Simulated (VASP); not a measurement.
A run of VASP 6.6.1:

INCAR

```
SYSTEM = PtS2
PREC = Accurate
ENCUT = 520
EDIFF = 1E-6
ISMEAR = -1
SIGMA = 0.05
LREAL = .FALSE.
LASPH = .TRUE.
NELM = 150
ALGO = Normal
ISIF = 2
LWAVE = .FALSE.
LCHARG = .TRUE.
LMAXMIX = 4
LDAU = .TRUE.
LDAUTYPE = 2
LDAUL = 2 -1
LDAUU = 3 0
LDAUJ = 0 0
LDAUPRINT = 1
GGA = PS
LELF = .TRUE.
LVHAR = .TRUE.
NBANDS = 18
```

File KPOINTS:

```
Automatic mesh
0
G
  9 9 5
  0 0 0
```

POSCAR

```
PtS2
1.0
    3.5432000000      0.0000000000      0.0000000000
   -1.7716000000      3.0685012107      0.0000000000
    0.0000000000      0.0000000000      5.0388000000
Pt S
1 2
Direct
    0.0000000000      0.0000000000      0.0000000000
    0.6666666667      0.3333333333      0.7730000000
    0.3333333333      0.6666666667      0.2270000000
```

Potentials or basis: VASP PAW PBE potentials, release 64 (Pt, S).

Launch:

```bash
$ cat potpaw_PBE.64/Pt/POTCAR potpaw_PBE.64/S/POTCAR > POTCAR
$ mpirun -np 1 vasp_std > vasp.out
```

Hardware: 1 thread of Intel Xeon 8259CL, with other jobs on the host.

Q: How long does it take, and how much memory?

A: Wall time 66 s on 1 thread of Intel Xeon 8259CL, with other jobs on the host, peak memory 0.21 GiB. Counts: scf iterations 13, k points 50.
